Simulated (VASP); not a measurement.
# Fe (P6_3/mmc) in VASP: further runs, part 2 of 3

VASP 6.6.1. Earlier steps stand in the parts before.

## (3) Electric field gradients, PBE (volume scaled by 1.02)

The input, INCAR:

```
SYSTEM = Fe
PREC = Accurate
ENCUT = 520
EDIFF = 1E-8
ISMEAR = -1
SIGMA = 0.08
LREAL = .FALSE.
LASPH = .TRUE.
NELM = 100
ALGO = Normal
ISIF = 2
LWAVE = .FALSE.
LCHARG = .FALSE.
GGA = PE
LEFG = .TRUE.
NBANDS = 15
```

The input, KPOINTS:

```
Automatic mesh
0
G
  17 17 10
  0 0 0
```

The input, POSCAR:

```
Fe
1.0
    2.4502783040      0.0000000000      0.0000000000
   -1.2251391520      2.1220032576      0.0000000000
    0.0000000000      0.0000000000      3.8673784861
Fe
2
Direct
    0.3333333333      0.6666666667      0.2500000000
    0.6666666667      0.3333333333      0.7500000000
```

Potentials or basis: VASP PAW PBE potentials, release 64 (Fe).

Command:

```sh
> cat potpaw_PBE.64/Fe/POTCAR > POTCAR
> mpirun -np 1 vasp_std > vasp.out
```

OUTCAR:

```text
SYSTEM = Fe
   PREC = Accurate
   ENCUT = 520
   EDIFF = 1E-8
   ISMEAR = -1
   LREAL = .FALSE.
   LASPH = .TRUE.
   NELM = 100
   ISIF = 2
   GGA = PE

 ion  position               nearest neighbor table
   1  0.333  0.667  0.250-   2 2.40   2 2.40   2 2.40   2 2.40   2 2.40   2 2.40
   2  0.667  0.333  0.750-   1 2.40   1 2.40   1 2.40   1 2.40   1 2.40   1 2.40

  LATTYP: Found a hexagonal cell.
 ALAT       =     2.4502783040
 C/A-ratio  =     1.5783425417

  Lattice vectors:

 A1 = (   2.4502783040,   0.0000000000,   0.0000000000)
 A2 = (  -1.2251391520,   2.1220032576,   0.0000000000)
 A3 = (   0.0000000000,   0.0000000000,   3.8673784861)

Analysis of symmetry for initial positions (statically):
=====================================================================
 Subroutine PRICEL returns:
 Original cell was already a primitive cell.

 Routine SETGRP: Setting up the symmetry group for a
 hexagonal supercell.

 Subroutine GETGRP returns: Found 24 space group operations
 (whereof 12 operations were pure point group operations)
 out of a pool of 24 trial point group operations.

The static configuration has the point symmetry D_3d.
 The point group associated with its full space group is D_6h.

Analysis of symmetry for dynamics (positions and initial velocities):
=====================================================================
 Subroutine PRICEL returns:
 Original cell was already a primitive cell.

 Routine SETGRP: Setting up the symmetry group for a
 hexagonal supercell.

 Subroutine GETGRP returns: Found 24 space group operations
 (whereof 12 operations were pure point group operations)
[... 578 lines left out ...]
      6       5.5376      2.00000
      7       5.9282      2.00000
      8       6.5906      1.99460
      9       7.1735      0.40378
     10       7.7071      0.00064
     11       8.0035      0.00002
     12      14.4858      0.00000
     13      16.4315      0.00000
     14      20.5829      0.00000
     15      21.3611      0.00000

 [... further k-points ...]

------------------------ aborting loop because EDIFF is reached ----------------------------------------

  FORCE on cell =-STRESS in cart. coord.  units (eV):
  Direction    XX          YY          ZZ          XY          YZ          ZX
  --------------------------------------------------------------------------------------
  -------------------------------------------------------------------------------------
  Total        0.4410914      0.4410914      0.5486699      0.0000000      0.0000000      0.0000000
  in kB       35.1447927     35.1447927     43.7163222      0.0000000      0.0000000      0.0000000
  external PRESSURE =      38.0019692 kB  Pullay stress =       0.0000000 kB

 VOLUME and BASIS-vectors are now :
 -----------------------------------------------------------------------------
  energy-cutoff  :      520.00
  volume of cell :       20.11
      direct lattice vectors                 reciprocal lattice vectors
     2.450278304  0.000000000  0.000000000     0.408116906  0.235626405  0.000000000
    -1.225139152  2.122003258  0.000000000     0.000000000  0.471252811  0.000000000
     0.000000000  0.000000000  3.867378486     0.000000000  0.000000000  0.258573089

 POSITION                                       TOTAL-FORCE (eV/Angst)
 -----------------------------------------------------------------------------------
     -0.00000      1.41467      0.96684         0.000000     -0.000000      0.000000
      1.22514      0.70733      2.90053         0.000000      0.000000      0.000000
 -----------------------------------------------------------------------------------
    total drift:                                0.000000     -0.000000     -0.000000

  FREE ENERGIE OF THE ION-ELECTRON SYSTEM (eV)
  ---------------------------------------------------
  free  energy   TOTEN  =       -16.3310955692 eV

  energy  without entropy=      -16.2760651392  energy(sigma->0) =      -16.30358035

 Electric field gradients (V/A^2)
---------------------------------------------------------------------
 ion       V_xx      V_yy      V_zz      V_xy      V_xz      V_yz
---------------------------------------------------------------------
   1       3.767     3.767    -7.534    -0.000     0.000    -0.000
   2       3.767     3.767    -7.534    -0.000    -0.000     0.000
---------------------------------------------------------------------

 Electric field gradients after diagonalization (V/A^2)
 (convention: |V_zz| > |V_xx| > |V_yy|)
----------------------------------------------------------------------
 ion       V_xx      V_yy      V_zz     asymmetry (V_yy - V_xx)/ V_zz
----------------------------------------------------------------------
   1       3.767     3.766    -7.534       0.000
   2       3.767     3.766    -7.534       0.000
----------------------------------------------------------------------

           NMR quadrupolar parameters

 Cq : quadrupolar parameter    Cq=e*Q*V_zz/h
 eta: asymmetry parameters     (V_yy - V_xx)/ V_zz
 Q  : nuclear electric quadrupole moment in mb (millibarn)
----------------------------------------------------------------------
 ion       Cq(MHz)       eta       Q (mb)
----------------------------------------------------------------------
   1      -0.018       0.000       1.000
   2      -0.018       0.000       1.000
----------------------------------------------------------------------
```

OSZICAR:

```text
N       E                     dE             d eps       ncg     rms          rms(c)
DAV:   1     0.768369367043E+02    0.76837E+02   -0.73069E+03  6036   0.144E+03
DAV:   2    -0.174524963009E+02   -0.94289E+02   -0.84291E+02  5940   0.246E+02
DAV:   3    -0.194830316902E+02   -0.20305E+01   -0.19556E+01  7305   0.521E+01
DAV:   4    -0.194952214173E+02   -0.12190E-01   -0.12188E-01  7011   0.344E+00
DAV:   5    -0.194953781620E+02   -0.15674E-03   -0.15675E-03  7284   0.385E-01    0.175E+01
DAV:   6    -0.165516815715E+02    0.29437E+01   -0.12219E+01  6577   0.751E+01    0.249E+00
DAV:   7    -0.163697842319E+02    0.18190E+00   -0.83799E-01  7025   0.183E+01    0.104E+00
DAV:   8    -0.163426782956E+02    0.27106E-01   -0.53230E-03  8985   0.115E+00    0.499E-01
DAV:   9    -0.163311303691E+02    0.11548E-01   -0.20461E-03  9055   0.543E-01    0.762E-02
DAV:  10    -0.163311060312E+02    0.24338E-04   -0.18049E-04  7742   0.246E-01    0.344E-02
DAV:  11    -0.163310939214E+02    0.12110E-04   -0.12118E-05  7727   0.773E-02    0.378E-03
DAV:  12    -0.163310950451E+02   -0.11237E-05   -0.63316E-07  6661   0.961E-03    0.177E-03
DAV:  13    -0.163310954003E+02   -0.35518E-06   -0.63968E-09  5691   0.961E-04    0.303E-04
DAV:  14    -0.163310955735E+02   -0.17324E-06   -0.12811E-09  3698   0.380E-04    0.491E-05
DAV:  15    -0.163310955692E+02    0.43196E-08   -0.30820E-10  3474   0.247E-04
   1 F= -.16331096E+02 E0= -.16303580E+02  d E =-.550304E-01
```

It took 38 s on 1 thread of AMD EPYC 7R13 (Zen 3), shared host; peak memory 0.13 GiB.

Results:

- Free energy: -16.3311 eV
- Pressure: 3.8 GPa
- Band gap on the k mesh: zero (band 8 reaches 7.91 eV, above the bottom of band 9 at 6.06 eV)

Levels at points of the mesh, in eV from the Fermi level:
| k point | band 4 | band 5 | band 6 | band 7 | band 8 | band 9 | band 10 | band 11 | band 12 | band 13 |
| --- | --- | --- | --- | --- | --- | --- | --- | --- | --- | --- |
| (0.00, 0.00, 0.00) | -1.69 | -1.54 | -1.21 | -1.21 | -0.87 | -0.87 | 0.57 | 0.72 | 0.72 | 8.93 |
| (0.00, 0.00, 0.50) | -2.10 | -1.81 | -1.81 | -1.81 | -1.81 | 0.33 | 0.33 | 0.33 | 0.33 | 17.36 |

Electric field gradients, principal values (V/Å²):
```tsv
atom	least	middle	greatest (by size)
1 Fe	3.766	3.767	-7.534
2 Fe	3.766	3.767	-7.534
```

Caveat: without QUAD_EFG the Cq values of the log hold for a quadrupole moment of 1 mb, not for the nuclei; the run has no spin polarisation, though such a crystal can be magnetic. Spin polarisation is off, so any magnetic state and its effect on volume and gap are missing.

## (4) Electric field gradients, PBE (volume scaled by 1.04)

The input, INCAR:

```
PREC = Accurate
ENCUT = 520
EDIFF = 1E-8
ISMEAR = -1
SIGMA = 0.08
LREAL = False
LASPH = True
NELM = 80
ALGO = Normal
ISIF = 2
LWAVE = False
LCHARG = False
GGA = PE
LEFG = True
NBANDS = 15
```

The input, KPOINTS:

```
regular mesh
0
Gamma
  17 17 10
```

The input, POSCAR:

```
Fe
1.0
    2.4661896480      0.0000000000      0.0000000000
   -1.2330948240      2.1357828857      0.0000000000
    0.0000000000      0.0000000000      3.8924920371
Fe
2
Direct
    0.3333333333      0.6666666667      0.2500000000
    0.6666666667      0.3333333333      0.7500000000
```

Potentials or basis: VASP PAW PBE potentials, release 64 (Fe).

Command:

```sh
> cat potpaw_PBE.64/Fe/POTCAR > POTCAR
> mpirun -np 1 vasp_std > vasp.out
```

OUTCAR:

```text
PREC = Accurate
   ENCUT = 520
   EDIFF = 1E-8
   ISMEAR = -1
   LREAL = False
   LASPH = True
   NELM = 80
   ISIF = 2
   GGA = PE

 ion  position               nearest neighbor table
   1  0.333  0.667  0.250-   2 2.41   2 2.41   2 2.41   2 2.41   2 2.41   2 2.41
   2  0.667  0.333  0.750-   1 2.41   1 2.41   1 2.41   1 2.41   1 2.41   1 2.41

  LATTYP: Found a hexagonal cell.
 ALAT       =     2.4661896480
 C/A-ratio  =     1.5783425416

  Lattice vectors:

 A1 = (   2.4661896480,   0.0000000000,   0.0000000000)
 A2 = (  -1.2330948240,   2.1357828857,   0.0000000000)
 A3 = (   0.0000000000,   0.0000000000,   3.8924920371)

Analysis of symmetry for initial positions (statically):
=====================================================================
 Subroutine PRICEL returns:
 Original cell was already a primitive cell.

 Routine SETGRP: Setting up the symmetry group for a
 hexagonal supercell.

 Subroutine GETGRP returns: Found 24 space group operations
 (whereof 12 operations were pure point group operations)
 out of a pool of 24 trial point group operations.

The static configuration has the point symmetry D_3d.
 The point group associated with its full space group is D_6h.

Analysis of symmetry for dynamics (positions and initial velocities):
=====================================================================
 Subroutine PRICEL returns:
 Original cell was already a primitive cell.

 Routine SETGRP: Setting up the symmetry group for a
 hexagonal supercell.

 Subroutine GETGRP returns: Found 24 space group operations
 (whereof 12 operations were pure point group operations)
 out of a pool of 24 trial point group operations.

The dynamic configuration has the point symmetry D_3d.
 The point group associated with its full space group is D_6h.

 Subroutine INISYM returns: Found 24 space group operations
 (whereof 12 operations are pure point group operations),
 and found     1 'primitive' translations

----------------------------------------------------------------------------------------

                                     Primitive cell

  volume of cell :      20.5027

  direct lattice vectors                    reciprocal lattice vectors
     2.466189648  0.000000000  0.000000000     0.405483820  0.234106193  0.000000000
    -1.233094824  2.135782886  0.000000000     0.000000000  0.468212386  0.000000000
     0.000000000  0.000000000  3.892492037     0.000000000  0.000000000  0.256904829

  length of vectors
     2.466189648  2.466189648  3.892492037     0.468212386  0.468212386  0.256904829

  position of ions in fractional coordinates (direct lattice)
     0.333333333  0.666666667  0.250000000
     0.666666667  0.333333333  0.750000000

  ion indices of the primitive-cell ions
   primitive index   ion index
                 1           1
                 2           2

----------------------------------------------------------------------------------------

 KPOINTS: regular mesh

Automatic generation of k-mesh.
 Grid dimensions read from file:
[... 83 lines left out ...]
   IMIX   =      4    mixing-type and parameters
     AMIX     =   0.40;   BMIX     =  1.00
     AMIX_MAG =   1.60;   BMIX_MAG =  1.00
  volume/ion in A,a.u.               =      10.25        69.18
  Fermi-wavevector in a.u.,A,eV,Ry     =   1.507224  2.848240 30.908673  2.271723
  Thomas-Fermi vector in A             =   2.617838
   LORBIT       =      0    0 simple, 1 ext, 2 COOP (PROOUT), +10 PAW based schemes
   GGA     = PE    functional components
   LHFCALC =     F    Hartree Fock is set to
   AEXX    =    0.0000 exact exchange contribution
   IVDW    =     0    specifies the selected vdW correction
   LEPSILON=     F    determine dielectric tensor
   LRPA    =     F    only Hartree local field effects (RPA)
 non-spin polarized calculation
  energy-cutoff  :      520.00
  volume of cell :       20.50
 maximum number of plane-waves:       573
   NGX =  9   NGY =  9   NGZ = 15

 number of electron      16.0000003 magnetization

 Free energy of the ion-electron system (eV)
  ---------------------------------------------------
  ext. energy  EPLUGINS =         0.00000000
  ---------------------------------------------------
  free energy    TOTEN  =       -16.33331683 eV

  energy without entropy =      -16.27671085  energy(sigma->0) =      -16.30501384

 E-fermi :   6.8410     XC(G=0): -13.7566

 val. band max:        6.8399637240   @ k =   0.2941   0.0000   0.2000
 cond. band min:       6.8413664559   @ k =   0.2941   0.0000   0.0000
 fundamental gap:      0.0014027319
 Fermi energy:         6.8410380162

 k-point     1 :       0.0000    0.0000    0.0000
  band No.  band energies     occupation
      1      -2.0413      2.00000
      2       1.9474      2.00000
      3       5.2048      2.00000
      4       5.2048      2.00000
      5       5.3430      2.00000
      6       5.6679      2.00000
      7       5.6679      2.00000
      8       5.9958      1.99995
      9       5.9958      1.99995
     10       7.4000      0.00185
     11       7.5437      0.00031
     12       7.5437      0.00031
     13      15.5755      0.00000
     14      28.6676      0.00000
[... 401 lines left out ...]
      2       3.2219      2.00000
      3       3.5477      2.00000
      4       3.7313      2.00000
      5       4.9687      2.00000
      6       5.3575      2.00000
      7       5.7360      2.00000
      8       6.3822      1.99356
      9       6.9489      0.41213
     10       7.4655      0.00081
     11       7.7543      0.00002
     12      14.1297      0.00000
     13      16.0338      0.00000
     14      20.1606      0.00000
     15      20.8986      0.00000

 [... further k-points ...]

------------------------ aborting loop because EDIFF is reached ----------------------------------------

  FORCE on cell =-STRESS in cart. coord.  units (eV):
  Direction    XX          YY          ZZ          XY          YZ          ZX
  --------------------------------------------------------------------------------------
  -------------------------------------------------------------------------------------
  Total       -0.2644277     -0.2644277     -0.1884013     -0.0000000     -0.0000000      0.0000000
  in kB      -20.6636142    -20.6636142    -14.7225562     -0.0000000     -0.0000000      0.0000000
  external PRESSURE =     -18.6832615 kB  Pullay stress =       0.0000000 kB

 VOLUME and BASIS-vectors are now :
 -----------------------------------------------------------------------------
  energy-cutoff  :      520.00
  volume of cell :       20.50
      direct lattice vectors                 reciprocal lattice vectors
     2.466189648  0.000000000  0.000000000     0.405483820  0.234106193  0.000000000
    -1.233094824  2.135782886  0.000000000     0.000000000  0.468212386  0.000000000
     0.000000000  0.000000000  3.892492037     0.000000000  0.000000000  0.256904829

 POSITION                                       TOTAL-FORCE (eV/Angst)
 -----------------------------------------------------------------------------------
     -0.00000      1.42386      0.97312         0.000000     -0.000000      0.000000
      1.23309      0.71193      2.91937        -0.000000      0.000000      0.000000
 -----------------------------------------------------------------------------------
    total drift:                                0.000000     -0.000000     -0.000000

  FREE ENERGIE OF THE ION-ELECTRON SYSTEM (eV)
  ---------------------------------------------------
  free  energy   TOTEN  =       -16.3333168326 eV

  energy  without entropy=      -16.2767108509  energy(sigma->0) =      -16.30501384

 Electric field gradients (V/A^2)
---------------------------------------------------------------------
 ion       V_xx      V_yy      V_zz      V_xy      V_xz      V_yz
---------------------------------------------------------------------
   1       3.626     3.625    -7.251    -0.001     0.000     0.000
   2       3.626     3.625    -7.251    -0.001     0.000     0.000
---------------------------------------------------------------------

 Electric field gradients after diagonalization (V/A^2)
 (convention: |V_zz| > |V_xx| > |V_yy|)
----------------------------------------------------------------------
 ion       V_xx      V_yy      V_zz     asymmetry (V_yy - V_xx)/ V_zz
----------------------------------------------------------------------
   1       3.626     3.625    -7.251       0.000
   2       3.626     3.625    -7.251       0.000
----------------------------------------------------------------------

           NMR quadrupolar parameters

 Cq : quadrupolar parameter    Cq=e*Q*V_zz/h
 eta: asymmetry parameters     (V_yy - V_xx)/ V_zz
 Q  : nuclear electric quadrupole moment in mb (millibarn)
----------------------------------------------------------------------
 ion       Cq(MHz)       eta       Q (mb)
----------------------------------------------------------------------
   1      -0.018       0.000       1.000
   2      -0.018       0.000       1.000
----------------------------------------------------------------------
```

Wall time 53 s (1 thread of AMD EPYC 7R13 (Zen 3), shared host); peak memory 0.13 GiB.

What came out:

```yaml
Free_energy: -16.3333 eV
Pressure: -1.9 GPa
Band_gap_on_the_k_mesh: zero (band 8 reaches 7.66 eV, above the bottom of band 9 at 5.86 eV)
```

Stress tensor (GPa, compression positive):
```
-2.07  0.00  0.00
 0.00 -2.07  0.00
 0.00  0.00 -1.47
```

Electric field gradients, principal values (V/Å²):
```tsv
atom	least	middle	greatest (by size)
1 Fe	3.625	3.626	-7.251
2 Fe	3.625	3.626	-7.251
```

Caveat: without QUAD_EFG the Cq values of the log hold for a quadrupole moment of 1 mb, not for the nuclei; the run has no spin polarisation, though such a crystal can be magnetic. Spin polarisation is off, so any magnetic state and its effect on volume and gap are missing.

[end of part 2 of 3]
